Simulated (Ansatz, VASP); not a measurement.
## EuO in VASP and in Ansatz

```
Eu O
1.0
     0.00000    2.58168    2.58168
     2.58168    0.00000    2.58168
     2.58168    2.58168    0.00000
Eu O
1 1
Cartesian
  0.0000 0.0000 0.0000
  2.5817 2.5817 2.5817
```

Alike in both runs: task single point; functional PBE; k mesh 10 × 10 × 10; occupations gaussian, width 0.05 eV; collinear spin; Hubbard terms Eu f U = 6.0 eV.

|  | VASP | Ansatz |
| --- | --- | --- |
| version | VASP 6.6.1 | Ansatz 0.2.0 |
| potentials or method | VASP PAW PBE potentials, release 64 (Eu, O), cutoff 600 eV | scalar-relativistic, plane waves, PAW |
| valence electrons in the cell | 23 | 23 |

```csv
,VASP,Ansatz,Ansatz less VASP
gap on the k mesh at the Fermi level (eV),0.03,0.35,+0.322
least direct gap on the mesh (eV),0.19,0.58,+0.387
pressure (GPa),0.2,0.7,+0.43
net moment per atom (μB),3.50,3.50,0.000
size of the moment on the site where the two differ most (μB),6.73,6.76,+0.033
```

Site moments also hang on the region over which each program counts them. The programs project onto different local orbitals, so the same U acts differently, and such runs can settle in different states.

Neither program's run includes spin-orbit coupling.
